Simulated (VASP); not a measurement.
# CoSn (P6/mmm) in VASP: notebook

Runs on CoSn. Level: PBE. Tasks: single point.

Everything below comes from runs of VASP 6.6.1. Logs are shortened: lines on timing, memory, paths and dates and some standing lists are left out, and cuts for length are marked.

## 1. The cell of the first run

The structure is hexagonal, space group P6/mmm (No. 191). The conventional cell has a = 5.349 Å, b = 5.349 Å, c = 4.272 Å, α = 90.00°, β = 90.00°, γ = 120.00°. Co (site symmetry mmm) has 6 Sn at 2.64 to 2.67 Å and 4 Co at 2.67 Å within 3.5 Å. Sn (site symmetry -6m2) has 6 Co at 2.64 Å and 3 Sn at 3.09 Å within 3.5 Å. Sn (site symmetry 6/mmm) has 6 Co at 2.67 Å within 3.5 Å.

## 2. Single point, PBE (17.64 Å³/atom)

INCAR

```
PREC = Accurate
ENCUT = 520
EDIFF = 1E-6
ISMEAR = 0
SIGMA = 0.1
LREAL = F
LASPH = T
NELM = 80
ALGO = Fast
ISIF = 2
LWAVE = F
LCHARG = F
GGA = PE
NBANDS = 44
```

KPOINTS

```
regular mesh
0
Gamma
  12 12 8
```

POSCAR

```
CoSn
1.0
    5.3490298473      0.0000000000      0.0000000000
   -2.6745149236      4.6323957333      0.0000000000
    0.0000000000      0.0000000000      4.2721744377
Co Sn
3 3
Direct
    0.0000000000      0.5000000000      0.0000000000
    0.5000000000      0.5000000000      0.0000000000
    0.5000000000      0.0000000000      0.0000000000
    0.6666666667      0.3333333333      0.5000000000
    0.3333333333      0.6666666667      0.5000000000
    0.0000000000      0.0000000000      0.0000000000
```

Potentials or basis: VASP PAW PBE potentials, release 64 (Co, Sn_d).

Launch:

```sh
$ cat potpaw_PBE.64/Co/POTCAR potpaw_PBE.64/Sn_d/POTCAR > POTCAR
$ mpirun -np 1 vasp_std > vasp.out
```

OUTCAR:

```text
PREC = Accurate
   ENCUT = 520
   EDIFF = 1E-6
   ISMEAR = 0
   LREAL = F
   LASPH = T
   NELM = 80
   ISIF = 2
   GGA = PE

 ion  position               nearest neighbor table
   1  0.000  0.500  0.000-   4 2.64   5 2.64   4 2.64   5 2.64   6 2.67   6 2.67   3 2.67   3 2.67
                             2 2.67   2 2.67
   2  0.500  0.500  0.000-   4 2.64   5 2.64   4 2.64   5 2.64   3 2.67   3 2.67   6 2.67   6 2.67
                             1 2.67   1 2.67
   3  0.500  0.000  0.000-   4 2.64   5 2.64   4 2.64   5 2.64   2 2.67   2 2.67   1 2.67   1 2.67
                             6 2.67   6 2.67
   4  0.667  0.333  0.500-   3 2.64   3 2.64   1 2.64   1 2.64   2 2.64   2 2.64   5 3.09   5 3.09
                             5 3.09   6 3.76   6 3.76   6 3.76   6 3.76   6 3.76   6 3.76
   5  0.333  0.667  0.500-   3 2.64   3 2.64   1 2.64   1 2.64   2 2.64   2 2.64   4 3.09   4 3.09
                             4 3.09   6 3.76   6 3.76   6 3.76   6 3.76   6 3.76   6 3.76
   6  0.000  0.000  0.000-   1 2.67   1 2.67   2 2.67   2 2.67   3 2.67   3 2.67   5 3.76   4 3.76
                             5 3.76   4 3.76   4 3.76   4 3.76   5 3.76   5 3.76   4 3.76   5 3.76

  LATTYP: Found a hexagonal cell.
 ALAT       =     5.3490298473
 C/A-ratio  =     0.7986821087

  Lattice vectors:

 A1 = (   5.3490298473,   0.0000000000,   0.0000000000)
 A2 = (  -2.6745149236,   4.6323957333,   0.0000000000)
 A3 = (   0.0000000000,   0.0000000000,   4.2721744377)

Analysis of symmetry for initial positions (statically):
=====================================================================
 Subroutine PRICEL returns:
 Original cell was already a primitive cell.

 Routine SETGRP: Setting up the symmetry group for a
 hexagonal supercell.

 Subroutine GETGRP returns: Found 24 space group operations
 (whereof 24 operations were pure point group operations)
 out of a pool of 24 trial point group operations.

The static configuration has the point symmetry D_6h.

Analysis of symmetry for dynamics (positions and initial velocities):
=====================================================================
 Subroutine PRICEL returns:
 Original cell was already a primitive cell.

 Routine SETGRP: Setting up the symmetry group for a
 hexagonal supercell.

 Subroutine GETGRP returns: Found 24 space group operations
 (whereof 24 operations were pure point group operations)
 out of a pool of 24 trial point group operations.

The dynamic configuration has the point symmetry D_6h.

 Subroutine INISYM returns: Found 24 space group operations
 (whereof 24 operations are pure point group operations),
 and found     1 'primitive' translations

----------------------------------------------------------------------------------------

                                     Primitive cell

  volume of cell :     105.8595

  direct lattice vectors                    reciprocal lattice vectors
     5.349029847  0.000000000  0.000000000     0.186949789  0.107935511  0.000000000
    -2.674514924  4.632395733  0.000000000     0.000000000  0.215871022  0.000000000
     0.000000000  0.000000000  4.272174438     0.000000000  0.000000000  0.234072839

  length of vectors
     5.349029847  5.349029847  4.272174438     0.215871022  0.215871022  0.234072839

  position of ions in fractional coordinates (direct lattice)
     1.000000000  0.500000000  0.000000000
     0.500000000  0.500000000  0.000000000
     0.500000000  0.000000000  0.000000000
     0.666666667  0.333333333  0.500000000
     0.333333333  0.666666667  0.500000000
     0.000000000  0.000000000  0.000000000

  ion indices of the primitive-cell ions
   primitive index   ion index
                 1           1
                 2           2
                 3           3
                 4           4
                 5           5
                 6           6

----------------------------------------------------------------------------------------

 KPOINTS: regular mesh

Automatic generation of k-mesh.
 Grid dimensions read from file:
 generate k-points for:   12   12    8

 Generating k-lattice:

  Cartesian coordinates                     Fractional coordinates (reciprocal lattice)
     0.015579149  0.008994626  0.000000000     0.083333333 -0.000000000  0.000000000
     0.000000000  0.017989252  0.000000000     0.000000000  0.083333333  0.000000000
     0.000000000  0.000000000  0.029259105     0.000000000  0.000000000  0.125000000

  Length of vectors
     0.017989252  0.017989252  0.029259105

  Shift w.r.t. Gamma in fractional coordinates (k-lattice)
     0.000000000  0.000000000  0.000000000

 Subroutine IBZKPT returns following result:
 ===========================================

 Found     95 irreducible k-points:

 Following reciprocal coordinates:
            Coordinates               Weight
  0.000000  0.000000  0.000000      1.000000
  0.083333 -0.000000  0.000000      6.000000
  0.166667 -0.000000  0.000000      6.000000
  0.250000 -0.000000  0.000000      6.000000
  0.333333  0.000000  0.000000      6.000000
  0.416667  0.000000  0.000000      6.000000
[... 16 lines left out ...]
  0.250000 -0.000000  0.125000     12.000000
  0.333333  0.000000  0.125000     12.000000
 [... further k-points ...]
   k-points           NKPTS =     95   k-points in BZ     NKDIM =     95   number of bands    NBANDS=     44
   number of dos      NEDOS =    301   number of ions     NIONS =      6
   total plane-waves  NPLWV =  51200
   dimension x,y,z NGX =    40 NGY =   40 NGZ =   32
   dimension x,y,z NGXF=    80 NGYF=   80 NGZF=   64
   ions per type =               3   3
   NGX,Y,Z   is equivalent  to a cutoff of  12.43, 12.43, 12.45 a.u.
   NGXF,Y,Z  is equivalent  to a cutoff of  24.86, 24.86, 24.90 a.u.
 SYSTEM =  unknown system
   PREC   = accura    normal or accurate (medium, high low for compatibility)
   ISTART =      0    job   : 0-new  1-cont  2-samecut
   ICHARG =      2    charge: 1-file 2-atom 10-const
   ISPIN  =      1    spin polarized calculation?
   LNONCOLLINEAR =      F non collinear calculations
   LSORBIT =      F    spin-orbit coupling
   LASPH  =      T    aspherical Exc in radial PAW
   ENCUT  =  520.0 eV  38.22 Ry    6.18 a.u.   9.95  9.95  7.94*2*pi/ulx,y,z
   NELM   =     80;   NELMIN=  2; NELMDL= -5     # of ELM steps
   EDIFF  = 0.1E-05   stopping-criterion for ELM
   LREAL  =      F    real-space projection
   EDIFFG = 0.1E-04   stopping-criterion for IOM
   NSW    =      0    number of steps for IOM
   IBRION =     -1    ionic relax: 0-MD 1-quasi-New 2-CG
   NFREE  =      0    steps in history (QN), initial steepest desc. (CG)
   ISIF   =      2    stress and relaxation
   ISYM   =      2    0-nonsym 1-usesym 2-fastsym
   POTIM  = 0.5000    time-step for ionic-motion
   TEBEG  =    0.0;   TEEND  =   0.0 temperature during run
   PSTRESS=    0.0 pullay stress
   NELECT =      69.0000    total number of electrons
   NUPDOWN=      -1.0000    fix difference up-down
   EMIN   =  10.00;   EMAX   =-10.00  energy-range for DOS
   EFERMI =   0.00;   METHOD = LEGACY
   ISMEAR =     0;   SIGMA  =   0.10  broadening in eV -4-tet -1-fermi 0-gaus
   EFERMI_NEDOS =   21; number of points for ismear=-14 and -15
   IALGO  =     68    algorithm
   IMIX   =      4    mixing-type and parameters
     AMIX     =   0.40;   BMIX     =  1.00
     AMIX_MAG =   1.60;   BMIX_MAG =  1.00
  volume/ion in A,a.u.               =      17.64       119.06
  Fermi-wavevector in a.u.,A,eV,Ry     =   1.419432  2.682338 27.412851  2.014788
  Thomas-Fermi vector in A             =   2.540453
   LORBIT       =      0    0 simple, 1 ext, 2 COOP (PROOUT), +10 PAW based schemes
   GGA     = PE    functional components
   LHFCALC =     F    Hartree Fock is set to
   AEXX    =    0.0000 exact exchange contribution
   IVDW    =     0    specifies the selected vdW correction
   LEPSILON=     F    determine dielectric tensor
   LRPA    =     F    only Hartree local field effects (RPA)
 non-spin polarized calculation
 RMM-DIIS sequential band-by-band and
 Gauss-broadening in eV      SIGMA  =   0.10
  energy-cutoff  :      520.00
  volume of cell :      105.86
 maximum number of plane-waves:      2876
 NGX is ok and might be reduce to    40
   NGX = 19   NGY = 19   NGZ = 15

 number of electron      69.0000010 magnetization

 Free energy of the ion-electron system (eV)
  ---------------------------------------------------
  ext. energy  EPLUGINS =         0.00000000
  ---------------------------------------------------
  free energy    TOTEN  =       -33.22416764 eV

  energy without entropy =      -33.21112603  energy(sigma->0) =      -33.21764684

 E-fermi :   9.3484     XC(G=0): -11.5500

 val. band max:        9.3290096041   @ k =   0.3333   0.0000   0.1250
 cond. band min:       9.3760242141   @ k =   0.2500  -0.0000   0.0000
 fundamental gap:      0.0470146100
 Fermi energy:         9.3484022078

 k-point     1 :       0.0000    0.0000    0.0000
  band No.  band energies     occupation
      1     -12.1540      2.00000
      2     -12.0443      2.00000
      3     -12.0443      2.00000
      4     -11.9963      2.00000
      5     -11.9963      2.00000
      6     -11.8938      2.00000
[... 36 lines left out ...]
     43      15.0206      0.00000
     44      15.8035      0.00000

 k-point     2 :       0.0833   -0.0000    0.0000
  band No.  band energies     occupation
      1     -12.1536      2.00000
      2     -12.0447      2.00000
      3     -12.0443      2.00000
      4     -12.0015      2.00000
      5     -11.9990      2.00000
      6     -11.9074      2.00000
[... 36 lines left out ...]
     43      14.8936      0.00000
     44      14.9858      0.00000

 k-point     3 :       0.1667   -0.0000    0.0000
  band No.  band energies     occupation
      1     -12.1525      2.00000
      2     -12.0456      2.00000
      3     -12.0440      2.00000
      4     -12.0139      2.00000
      5     -12.0066      2.00000
      6     -11.9179      2.00000
[... 976 lines left out ...]
     43      13.9417      0.00000
     44      15.7960      0.00000

 k-point    24 :       0.3333    0.0000    0.1250
  band No.  band energies     occupation
      1     -12.1477      2.00000
      2     -12.0539      2.00000
      3     -12.0447      2.00000
      4     -12.0328      2.00000
      5     -12.0238      2.00000
      6     -11.9241      2.00000
[... 36 lines left out ...]
     43      14.0678      0.00000
     44      15.5502      0.00000

 [... further k-points ...]
[... 5 lines left out ...]
  --------------------------------------------------------------------------------------
  -------------------------------------------------------------------------------------
  Total       -2.3596604     -2.3596604     -2.4076501     -0.0000000      0.0000000     -0.0000000
  in kB      -35.7133370    -35.7133370    -36.4396585     -0.0000000      0.0000000     -0.0000000
  external PRESSURE =     -35.9554441 kB  Pullay stress =       0.0000000 kB

 VOLUME and BASIS-vectors are now :
 -----------------------------------------------------------------------------
  energy-cutoff  :      520.00
  volume of cell :      105.86
      direct lattice vectors                 reciprocal lattice vectors
     5.349029847  0.000000000  0.000000000     0.186949789  0.107935511  0.000000000
    -2.674514924  4.632395733  0.000000000     0.000000000  0.215871022  0.000000000
     0.000000000  0.000000000  4.272174438     0.000000000  0.000000000  0.234072839

 POSITION                                       TOTAL-FORCE (eV/Angst)
 -----------------------------------------------------------------------------------
     -1.33726      2.31620      0.00000         0.000000      0.000000      0.000000
      1.33726      2.31620      0.00000         0.000000      0.000000      0.000000
      2.67451      0.00000      0.00000         0.000000      0.000000      0.000000
      2.67451      1.54413      2.13609        -0.000000     -0.000000      0.000000
     -0.00000      3.08826      2.13609         0.000000     -0.000000      0.000000
      0.00000      0.00000      0.00000         0.000000      0.000000      0.000000
 -----------------------------------------------------------------------------------
    total drift:                               -0.000000      0.000000     -0.000000

  FREE ENERGIE OF THE ION-ELECTRON SYSTEM (eV)
  ---------------------------------------------------
  free  energy   TOTEN  =       -33.2241676447 eV

  energy  without entropy=      -33.2111260257  energy(sigma->0) =      -33.21764684
```

Run time: 9.7 min. Hardware: 1 thread of Intel Xeon 8259CL, shared host; peak memory 0.47 GiB.

Results:

```
Free energy            : -33.2242 eV
Pressure               : -3.6 GPa
Band gap on the k mesh : zero (an odd number of electrons rules out a gap without spin polarisation)
```

Levels at points of the mesh, in eV from the Fermi level:
```csv
k point,band 30,band 31,band 32,band 33,band 34,band 35,band 36,band 37,band 38,band 39
"(0.00, 0.00, 0.00)",-0.41,-0.40,-0.40,-0.38,-0.38,0.49,0.53,1.30,1.30,2.85
"(0.50, 0.00, 0.00)",-0.87,-0.60,-0.38,-0.38,0.69,0.98,1.55,1.74,2.30,3.19
"(0.00, 0.00, 0.50)",-0.87,-0.87,-0.46,-0.45,-0.45,-0.37,-0.37,-0.09,0.49,1.07
"(0.50, 0.00, 0.50)",-1.12,-0.88,-0.65,-0.45,-0.39,-0.36,-0.14,0.44,1.19,3.76
```

Caveat: the cell stands under tension; spin-orbit coupling is left out, which moves the levels of the heavy elements; the run has no spin polarisation, though such a crystal can be magnetic. Spin polarisation is off, so any magnetic state and its effect on volume and gap are missing.

## 3. Single point, PBE (18.16 Å³/atom)

This run uses another cell than the first one, of 18.16 Å³/atom.

INCAR

```
SYSTEM = CoSn
PREC = Accurate
ENCUT = 520
EDIFF = 1E-6
ISMEAR = 0
SIGMA = 0.1
LREAL = .FALSE.
LASPH = .TRUE.
NELM = 100
ALGO = Fast
ISIF = 2
LWAVE = .FALSE.
LCHARG = .FALSE.
GGA = PE
NBANDS = 44
```

KPOINTS

```
regular mesh
0
G
  12 12 8
  0 0 0
```

Changes to POSCAR since step 2:

```diff
@@ -2,5 +2,5 @@
 1.0
-    5.3490298473      0.0000000000      0.0000000000
-   -2.6745149236      4.6323957333      0.0000000000
-    0.0000000000      0.0000000000      4.2721744377
+    5.4004659819      0.0000000000      0.0000000000
+   -2.7002329909      4.6769407326      0.0000000000
+    0.0000000000      0.0000000000      4.3132555582
 Co Sn
```

Potentials or basis: VASP PAW PBE potentials, release 64 (Co, Sn_d).

Launch:

```sh
$ cat potpaw_PBE.64/Co/POTCAR potpaw_PBE.64/Sn_d/POTCAR > POTCAR
$ mpirun -np 1 vasp_std > vasp.out
```

It took 8.6 min on 1 thread of Intel Xeon 8259CL, shared host; peak memory 0.48 GiB.

The run converged. Its results:

```yaml
Free_energy: -33.1270 eV
Pressure: -6.5 GPa
Band_gap_on_the_k_mesh: zero (an odd number of electrons rules out a gap without spin polarisation)
```

Levels at points of the mesh, in eV from the Fermi level:
| k point | band 31 | band 32 | band 33 | band 34 | band 35 | band 36 | band 37 | band 38 |
| --- | --- | --- | --- | --- | --- | --- | --- | --- |
| (0.00, 0.00, 0.00) | -0.39 | -0.39 | -0.36 | -0.36 | 0.46 | 0.47 | 1.25 | 1.25 |
| (0.50, 0.00, 0.00) | -0.58 | -0.37 | -0.37 | 0.66 | 0.95 | 1.46 | 1.69 | 2.15 |
| (0.00, 0.00, 0.50) | -0.84 | -0.44 | -0.44 | -0.44 | -0.36 | -0.36 | -0.08 | 0.46 |
| (0.50, 0.00, 0.50) | -0.85 | -0.63 | -0.44 | -0.38 | -0.35 | -0.15 | 0.43 | 1.14 |

Caveat: the cell stands under tension; spin-orbit coupling is left out, which moves the levels of the heavy elements; the run has no spin polarisation, though such a crystal can be magnetic. Spin polarisation is off, so any magnetic state and its effect on volume and gap are missing.
